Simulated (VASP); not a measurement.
The system is NiO.

```
CELL_PARAMETERS angstrom
0.00000 2.05771 2.05771
2.05771 0.00000 2.05771
2.05771 2.05771 0.00000
ATOMIC_POSITIONS crystal
Ni 0.00000 0.00000 0.00000
O 0.50000 0.50000 0.50000
```

Base run:

| Quantity | Value |
| --- | --- |
| Program | VASP 6.6.1 |
| Functional | PBEsol |
| Dispersion | D4 |
| Potentials or basis | VASP PAW PBE potentials, release 64 (Ni, O) |
| Cutoff | 520 eV |
| k mesh | 11 × 11 × 11 |
| Occupations | fermi-dirac, width 0.05 eV |
| Spin | collinear spin, ferromagnetic start |
| Starting moments | [1.0, 0.0] μB |

Its results: pressure -2.3 GPa; net moment 1.24 μB per cell; site moments Ni +1.03; O +0.17 μB.

Question: After a change of settings the same cell gave: pressure 11.8 GPa; net moment 1.66 μB per cell; site moments Ni +1.38; O +0.25 μB. Which change was it?
A. functional from PBEsol to PBE; dispersion from D4 to none
B. functional from PBEsol to PBE; dispersion from D4 to D3(BJ)
C. functional from PBEsol to revPBE
D. functional from PBEsol to RPBE; cutoff from 520 eV to 600 eV

Answer: D.

RPBE binds less tightly than PBEsol, so the same cell stands under more pressure.

Caveats: the PAW data sets were made with another functional, which shifts forces and pressure a little; a cell with one magnetic atom can't hold antiferromagnetic order, which such compounds often take; pairwise dispersion overbinds metals, which lowers pressure and volume.
